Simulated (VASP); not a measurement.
Here is a VASP 6.6.1 calculation.

File INCAR:

```
PREC = Accurate
ENCUT = 600
EDIFF = 1E-7
ISMEAR = -1
SIGMA = 0.05
LREAL = False
LASPH = True
NELM = 100
ALGO = Normal
ISIF = 3
LWAVE = False
LCHARG = False
GGA = PE
IBRION = 2
NSW = 60
EDIFFG = -0.01
```

Contents of KPOINTS:

```
Automatic mesh
0
Gamma
  6 6 6
```

POSCAR

```
Ga3Se
1.0
    4.4324650000      0.0000000000      0.0000000000
    0.0000000000      4.4324650000      0.0000000000
    0.0000000000      0.0000000000      4.4324650000
Se Ga
1 3
Direct
    0.0000000000      0.0000000000      0.0000000000
    0.5000000000      0.5000000000      0.0000000000
    0.5000000000      0.0000000000      0.5000000000
    0.0000000000      0.5000000000      0.5000000000
```

Potentials or basis: VASP PAW PBE potentials, release 64 (Se, Ga_d).

The run is started by

```bash
$ cat potpaw_PBE.64/Se/POTCAR potpaw_PBE.64/Ga_d/POTCAR > POTCAR
$ mpirun -np 1 vasp_std > vasp.out
```

**Question.** Predict the relaxed volume.

**Answer.** 21.46 Å³/atom.

**Question.** What does it give for the space group after relaxing (to 0.1 Å)?

**Answer.** Pm-3m (No. 221).

**Question.** Estimate the band gap on the k mesh.

**Answer.** Zero (an odd number of electrons rules out a gap without spin polarisation).

Final structure:
```xyz
4
Lattice="4.4113 0.0000 0.0000 0.0000 4.4113 0.0000 0.0000 0.0000 4.4113" Properties=species:S:1:pos:R:3 pbc="T T T"
Se    0.0000    0.0000    0.0000
Ga    2.2057    2.2057    0.0000
Ga    2.2057    0.0000    2.2057
Ga    0.0000    2.2057    2.2057
```
